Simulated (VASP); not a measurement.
# BN (Cm) in VASP: notebook, part 2 of 2

VASP 6.6.1. Earlier steps stand in the parts before.

## Step 3: Single point, PBE (atom 1 (B) moved by (+0.450, +0.000) A along y and z)

INCAR

```
SYSTEM = BN
PREC = Accurate ; ENCUT = 520
EDIFF = 1E-6 ; ISMEAR = 0
SIGMA = 0.05 ; LREAL = .FALSE.
LASPH = .TRUE. ; NELM = 60
ALGO = Normal ; ISIF = 2
LWAVE = .FALSE. ; LCHARG = .FALSE.
GGA = PE ; NBANDS = 16
```

KPOINTS

```
Automatic mesh
0
G
  12 12 6
  0 0 0
```

POSCAR

```
BN
1.0
    2.5539396017      0.0000000000      0.0000000000
   -1.2769698009      2.2117765748      0.0000000000
    0.0000000000      0.0000000000      4.2268550000
B N
2 2
Direct
    0.7683948442      0.5367896883      0.9997240000
    0.3333333333      0.6666666667      0.4997240000
    0.6666666667      0.3333333333      0.6252760000
    0.3333333333      0.6666666667      0.1252760000
```

Potentials or basis: VASP PAW PBE potentials, release 64 (B, N).

On the command line:

```sh
$ cat potpaw_PBE.64/B/POTCAR potpaw_PBE.64/N/POTCAR > POTCAR
$ mpirun -np 1 vasp_std > vasp.out
```

Wall time 32 s (1 thread of Intel Xeon 6975P-C (Granite Rapids), shared host); peak memory 0.19 GiB.

Results (log left out):

```
Free energy            : -33.4014 eV
Pressure               : 16.3 GPa
Largest force          : 5.041 eV/Å
Band gap on the k mesh : 2.94 eV (least direct gap 4.95 eV)
```

Forces in eV/Å, atoms in the order of the input:
```
B    0.000 -4.299 -2.632
B    0.000  0.002 -0.148
N    0.000  2.090  0.228
N    0.000  2.207  2.552
```

Stress tensor (GPa, compression positive):
```
 14.66   0.00   0.00
  0.00  28.59 -11.23
  0.00 -11.23   5.79
```

Levels at points of the mesh, in eV from the valence-band top:
```tsv
k point	band 5	band 6	band 7	band 8	band 9	band 10	band 11	band 12
(0.00, 0.00, 0.00)	-2.47	-1.87	-1.28	0.00	6.32	6.86	8.35	8.72
(0.50, 0.00, 0.00)	-7.89	-5.83	-5.28	-2.01	2.95	6.45	9.00	10.93
(0.00, 0.50, 0.00)	-7.78	-7.29	-4.47	-4.00	5.29	5.82	8.53	9.92
(0.00, 0.00, 0.50)	-5.38	-2.27	-2.24	-0.08	5.98	8.40	8.53	8.74
(0.50, 0.00, 0.50)	-5.46	-5.10	-4.38	-2.47	3.13	5.27	7.00	9.73
(0.00, 0.50, 0.50)	-6.80	-4.84	-4.66	-3.84	5.08	5.95	6.32	8.88
```

Caveat: the cell differs from its parent crystal (atom 1 (B) moved by (+0.450, +0.000) A along y and z); the stress differs along the axes, from 6 to 29 GPa; forces of over 1 eV/Å act on the atoms, so gaps and moduli don't describe the material at rest. A k mesh can miss the band edges.

## Step 4: Single point, PBE (atom 1 (B) moved by (+0.450, +0.450) A along y and z)

INCAR

```
PREC = Accurate
ENCUT = 520
EDIFF = 1E-6
ISMEAR = 0
SIGMA = 0.05
LREAL = False
LASPH = True
NELM = 60
ALGO = Normal
ISIF = 2
LWAVE = False
LCHARG = False
GGA = PE
NBANDS = 16
```

KPOINTS

```
Automatic mesh
0
Gamma
  12 12 6
```

POSCAR: that of step 3 with these lines changed.

```diff
@@ -8,3 +8,3 @@
 Direct
-    0.7683948442      0.5367896883      0.9997240000
+    0.7683948442      0.5367896883      1.1061861332
     0.3333333333      0.6666666667      0.4997240000
```

On the command line:

```sh
$ cat potpaw_PBE.64/B/POTCAR potpaw_PBE.64/N/POTCAR > POTCAR
$ mpirun -np 1 vasp_std > vasp.out
```

Run time: 33 s. Hardware: 1 thread of Intel Xeon 6975P-C (Granite Rapids), shared host; peak memory 0.19 GiB.

It converged, with:

```
Free energy            : -30.7900 eV
Pressure               : 45.1 GPa
Largest force          : 7.584 eV/Å
Band gap on the k mesh : 2.07 eV (least direct gap 3.72 eV)
```

Forces in eV/Å, atoms in the order of the input:
```
B    0.000 -5.373 -5.352
B    0.000  0.206  4.683
N    0.000  0.498 -2.132
N    0.000  4.669  2.800
```

Stress tensor (GPa, compression positive):
```
74.17  0.00  0.00
 0.00 28.23 -3.85
 0.00 -3.85 32.95
```

Levels at points of the mesh, in eV from the valence-band top:
| k point | band 6 | band 7 | band 8 | band 9 | band 10 | band 11 |
| --- | --- | --- | --- | --- | --- | --- |
| (0.00, 0.00, 0.00) | -0.90 | -0.51 | 0.00 | 5.15 | 8.08 | 8.18 |
| (0.50, 0.00, 0.00) | -5.51 | -4.29 | -2.76 | 2.49 | 5.14 | 8.46 |
| (0.00, 0.50, 0.00) | -8.21 | -3.41 | -2.70 | 4.80 | 7.70 | 9.29 |
| (0.00, 0.00, 0.50) | -1.99 | -1.02 | -0.74 | 5.54 | 7.81 | 9.08 |
| (0.50, 0.00, 0.50) | -4.68 | -3.47 | -1.70 | 2.07 | 3.18 | 6.55 |
| (0.00, 0.50, 0.50) | -5.27 | -3.69 | -1.70 | 5.23 | 5.70 | 7.91 |

Caveat: the cell differs from its parent crystal (atom 1 (B) moved by (+0.450, +0.450) A along y and z); the stress differs along the axes, from 28 to 74 GPa; forces of over 1 eV/Å act on the atoms, so gaps and moduli don't describe the material at rest. A k mesh can miss the band edges.

## Step 5: Single point, PBE (atom 1 (B) moved by (-0.450, -0.225) A along y and z)

INCAR

```
ALGO = Normal ; EDIFF = 1E-6
ENCUT = 520 ; GGA = PE
ISIF = 2 ; ISMEAR = 0
LASPH = T ; LCHARG = F
LREAL = F ; LWAVE = F
NBANDS = 16 ; NELM = 100
PREC = Accurate ; SIGMA = 0.05
```

KPOINTS

```
k-points
0
Gamma
  12 12 6
```

POSCAR: that of step 4 with these lines changed.

```diff
@@ -8,3 +8,3 @@
 Direct
-    0.7683948442      0.5367896883      1.1061861332
+    0.5649384892      0.1298769783      0.9464929334
     0.3333333333      0.6666666667      0.4997240000
```

On the command line:

```sh
$ cat potpaw_PBE.64/B/POTCAR potpaw_PBE.64/N/POTCAR > POTCAR
$ mpirun -np 1 vasp_std > vasp.out
```

Run time: 34 s. Hardware: 1 thread of Intel Xeon 6975P-C (Granite Rapids), shared host; peak memory 0.19 GiB.

Results (log left out):

- Free energy: -31.9195 eV
- Pressure: 33.8 GPa
- Largest force: 9.926 eV/Å
- Band gap on the k mesh: 1.79 eV (least direct gap 3.98 eV)

Forces on the atoms (eV/Å):
```
B    0.000  9.553  2.696
B    0.000 -0.361 -3.067
N    0.000 -1.509 -2.628
N    0.000 -7.682  2.999
```

Stress tensor (GPa, compression positive):
```
 25.38   0.00   0.00
  0.00  46.73 -17.66
  0.00 -17.66  29.27
```

Levels at points of the mesh, in eV from the valence-band top:
```
           k point  band 6  band 7  band 8  band 9  band 10  band 11
(0.00, 0.00, 0.00)   -4.16   -0.91   -0.09    4.64     5.83     7.12
(0.50, 0.00, 0.00)   -7.17   -6.89   -2.19    1.79     4.62     7.51
(0.00, 0.50, 0.00)   -7.16   -7.10   -2.27    4.84     6.07     7.08
(0.00, 0.00, 0.50)   -4.10   -2.26    0.00    4.17     5.19     7.28
(0.50, 0.00, 0.50)   -6.65   -5.07   -2.51    2.29     4.24     5.63
(0.00, 0.50, 0.50)   -6.58   -5.35   -3.28    2.77     4.97     8.30
```

Caveat: the cell differs from its parent crystal (atom 1 (B) moved by (-0.450, -0.225) A along y and z); the stress differs along the axes, from 25 to 47 GPa; forces of over 1 eV/Å act on the atoms, so gaps and moduli don't describe the material at rest.

## Step 6: Single point, PBE (atom 1 (B) moved by (-0.450, +0.225) A along y and z)

INCAR

```
SYSTEM = BN
  ALGO = Normal
  EDIFF = 1E-7
  ENCUT = 520
  GGA = PE
  ISIF = 2
  ISMEAR = 0
  LASPH = .True.
  LCHARG = .False.
  LREAL = .False.
  LWAVE = .False.
  NBANDS = 16
  NELM = 100
  PREC = Accurate
  SIGMA = 0.05
```

KPOINTS

```
k-points
0
Gamma
  12 12 6
  0 0 0
```

POSCAR: that of step 5 with these lines changed.

```diff
@@ -8,3 +8,3 @@
 Direct
-    0.5649384892      0.1298769783      0.9464929334
+    0.5649384892      0.1298769783      1.0529550666
     0.3333333333      0.6666666667      0.4997240000
```

Potentials or basis: VASP PAW PBE potentials, release 64 (B, N).

On the command line:

```sh
$ cat potpaw_PBE.64/B/POTCAR potpaw_PBE.64/N/POTCAR > POTCAR
$ mpirun -np 1 vasp_std > vasp.out
```

It took 36 s on 1 thread of Intel Xeon 6975P-C (Granite Rapids), shared host; peak memory 0.19 GiB.

Results (log left out):

```
Free energy            : -28.3407 eV
Pressure               : 80.7 GPa
Largest force          : 37.929 eV/Å
Band gap on the k mesh : 2.95 eV (least direct gap 4.97 eV)
```

Forces on the atoms (eV/Å):
```
B     0.000  35.435 -13.527
B     0.000  -0.104   2.765
N     0.000  -1.221  -0.403
N     0.000 -34.109  11.164
```

Stress tensor (GPa, compression positive):
```
  9.33   0.00   0.00
  0.00 201.80 -49.63
  0.00 -49.63  31.07
```

Levels at points of the mesh, in eV from the valence-band top:
| k point | band 4 | band 5 | band 6 | band 7 | band 8 | band 9 | band 10 | band 11 | band 12 | band 13 |
| --- | --- | --- | --- | --- | --- | --- | --- | --- | --- | --- |
| (0.00, 0.00, 0.00) | -6.42 | -1.84 | -1.06 | -0.52 | 0.00 | 6.10 | 6.49 | 7.41 | 9.61 | 9.83 |
| (0.50, 0.00, 0.00) | -8.26 | -7.96 | -5.83 | -3.68 | -2.58 | 2.95 | 6.99 | 8.75 | 10.84 | 12.81 |
| (0.00, 0.50, 0.00) | -8.81 | -7.19 | -5.68 | -4.88 | -2.76 | 6.55 | 7.33 | 9.30 | 11.43 | 11.46 |
| (0.00, 0.00, 0.50) | -6.94 | -3.75 | -1.63 | -1.08 | -0.67 | 6.09 | 6.18 | 9.43 | 9.63 | 9.85 |
| (0.50, 0.00, 0.50) | -10.06 | -6.40 | -4.80 | -3.52 | -2.19 | 3.44 | 5.53 | 8.36 | 8.94 | 13.06 |
| (0.00, 0.50, 0.50) | -10.26 | -5.15 | -4.92 | -3.60 | -2.42 | 3.92 | 6.04 | 8.99 | 10.25 | 13.04 |

Caveat: the cell differs from its parent crystal (atom 1 (B) moved by (-0.450, +0.225) A along y and z); atoms lie so close that the PAW spheres overlap strongly, which falsifies energies and pressures; the stress differs along the axes, from 9 to 202 GPa; forces of over 1 eV/Å act on the atoms, so gaps and moduli don't describe the material at rest. A k mesh can miss the band edges.

## Step 7: Overview

| cell | gap on the mesh (eV) | pressure (GPa) | largest force (eV/Å) |
| --- | --- | --- | --- |
| as given, atomic positions A | none | 41.0 | 23.42 |
| as given, atomic positions B | 2.94 | 16.3 | 5.04 |
| as given, atomic positions C | 2.07 | 45.1 | 7.58 |
| as given, atomic positions D | 1.79 | 33.8 | 9.93 |
| as given, atomic positions E | 2.95 | 80.7 | 37.93 |

Alike in all rows: task single point; level PBE; potentials or basis VASP PAW PBE potentials, release 64 (B, N); no spin polarisation; k mesh 12 × 12 × 6; cutoff (eV) 520; smearing gaussian 0.05 eV.

Caveats: forces of over 1 eV/Å act on the atoms, so gaps and moduli don't describe the material at rest; the stress differs along the axes, from 8 to 60 GPa (at least some runs); semilocal functionals underestimate gaps, and a narrow one can read as zero (at least some runs); the stress differs along the axes, from 6 to 29 GPa (at least some runs); the stress differs along the axes, from 28 to 74 GPa (at least some runs); the stress differs along the axes, from 25 to 47 GPa (at least some runs); atoms lie so close that the PAW spheres overlap strongly, which falsifies energies and pressures (at least some runs).

Total energies depend on the potentials used, so only differences within one code and one set of settings carry meaning.
